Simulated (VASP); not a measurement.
Wanted: the native input for a VASP 6.6.1 run.

```yaml
Task: single point
Functional: PBE
Potentials_or_basis: VASP PAW PBE potentials, release 64 (Ga_d, As, N)
Cutoff: 520 eV
k_mesh: 12 × 12 × 4
Occupations: gaussian, width 0.1 eV
Spin: no spin polarisation
Dipole_correction: no
Further_INCAR_settings: ALGO = Normal; EDIFF = 1e-07; NBANDS = 36
```

The structure of Ga3AsN2 lies in POSCAR:

```
Ga3AsN2
1.0
    3.1844493856      0.0000000000      0.0000000000
   -1.5922246928      2.7578140650      0.0000000000
    0.0000000000      0.0000000000      8.8569713278
Ga As N
3 1 2
Direct
    0.6666666667      0.3333333333      0.7736494335
    0.0000000000      0.0000000000      0.5000000000
    0.3333333333      0.6666666667      0.2263505665
    0.0000000000      0.0000000000      0.0000000000
    0.3333333333      0.6666666667      0.6436965325
    0.6666666667      0.3333333333      0.3563034675
```

One way to write it, as run:

INCAR

```
  ALGO = Normal
  EDIFF = 1E-7
  ENCUT = 520
  GGA = PE
  ISIF = 2
  ISMEAR = 0
  LASPH = True
  LCHARG = False
  LREAL = False
  LWAVE = False
  NBANDS = 36
  NELM = 60
  PREC = Accurate
  SIGMA = 0.1
```

KPOINTS

```
k-points
0
Gamma
  12 12 4
```

Potentials or basis: VASP PAW PBE potentials, release 64 (Ga_d, As, N).

The run is started by

```sh
$ cat potpaw_PBE.64/Ga_d/POTCAR potpaw_PBE.64/As/POTCAR potpaw_PBE.64/N/POTCAR > POTCAR
$ mpirun -np 1 vasp_std > vasp.out
```

It gave:

* Pressure: 0.4 GPa
* Largest force: 0.018 eV/Å
* Band gap on the k mesh: zero (band 27 reaches 9.34 eV, above the bottom of band 28 at 6.64 eV)

It took 96 s on 1 thread of Intel(R) Xeon(R) 6975P-C (Granite Rapids) (shared host), peak memory 0.3 GiB.
